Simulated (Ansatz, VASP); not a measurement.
BPt2: VASP beside Ansatz

INCAR

```
ALGO     = Normal         # electronic algorithm
EDIFF    = 1E-6           # SCF threshold, eV
ENCUT    = 520            # plane-wave cutoff, eV
GGA      = CA             # functional
ISIF     = 2              # what is computed and relaxed
ISMEAR   = 1              # smearing method
LASPH    = T              # aspherical terms in the spheres
LCHARG   = T              # write CHGCAR
LELF     = T              # ELF
LREAL    = F              # projectors in reciprocal space
LVHAR    = T            
LWAVE    = F              # write WAVECAR
NBANDS   = 32             # bands
NELM     = 60             # most SCF steps
PREC     = Accurate       # precision mode
SIGMA    = 0.1            # smearing width, eV
```

The input KPOINTS:

```
k-points
0
Gamma
  9 9 3
```

The input POSCAR:

```
BPt2
1.0
    2.9283120000      0.0000000000      0.0000000000
   -1.4641560000      2.5359930000      0.0000000000
    0.0000000000      0.0000000000     10.3572160000
B Pt
2 4
Direct
    0.6666666667      0.3333333333      0.7500000000
    0.3333333333      0.6666666667      0.2500000000
    0.6666666667      0.3333333333      0.3837940000
    0.3333333333      0.6666666667      0.6162060000
    0.3333333333      0.6666666667      0.8837940000
    0.6666666667      0.3333333333      0.1162060000
```

Input for Ansatz:

```yaml
crystal:
  lattice:
    - [2.928312, 0.0, 0.0]
    - [-1.464156, 2.535993, 0.0]
    - [0.0, 0.0, 10.357216]
  atoms:
    - { symbol: B, position: [0.6666666666666666, 0.3333333333333333, 0.75] }
    - { symbol: B, position: [0.3333333333333333, 0.6666666666666666, 0.25] }
    - { symbol: Pt, position: [0.6666666666666666, 0.3333333333333333, 0.383794] }
    - { symbol: Pt, position: [0.3333333333333333, 0.6666666666666666, 0.616206] }
    - { symbol: Pt, position: [0.3333333333333333, 0.6666666666666666, 0.883794] }
    - { symbol: Pt, position: [0.6666666666666666, 0.3333333333333333, 0.116206] }
basis:
  ecutwfc: 510.0
kpoints:
  mp_grid:
    grid: [9, 9, 3]
hamiltonian:
  xc: lda
scf:
  occupations:
    method: cold
    width: 0.1
output:
  stress: true
```

Alike in both runs: task single point; functional LDA; k mesh 9 × 9 × 3; no spin polarisation.

|  | VASP | Ansatz |
| --- | --- | --- |
| version | VASP 6.6.1 | Ansatz 0.2.0 |
| potentials or method | VASP PAW LDA potentials, release 64 (B, Pt), cutoff 520 eV | plane waves, PAW |
| occupations | methfessel-paxton of order 1, width 0.1 eV | cold, width 0.1 eV |
| valence electrons in the cell | 46 | 78 |

Ansatz gave:

* pressure (GPa): -9.7
* traceless stress, the component that is largest in VASP (GPa): 0.14

Question: What did VASP give for the same quantities?

Answer: Pressure (GPa): -8.8; traceless stress, the component that is largest in VASP (GPa): 0.23.

LDA's correlation is that of Perdew and Zunger in VASP and of Perdew and Wang (1992) in Ansatz. VASP's potentials hold 46 valence electrons a cell and Ansatz's 78, so a difference there can come from the potentials and not from the codes.

Spin-orbit coupling is off throughout.
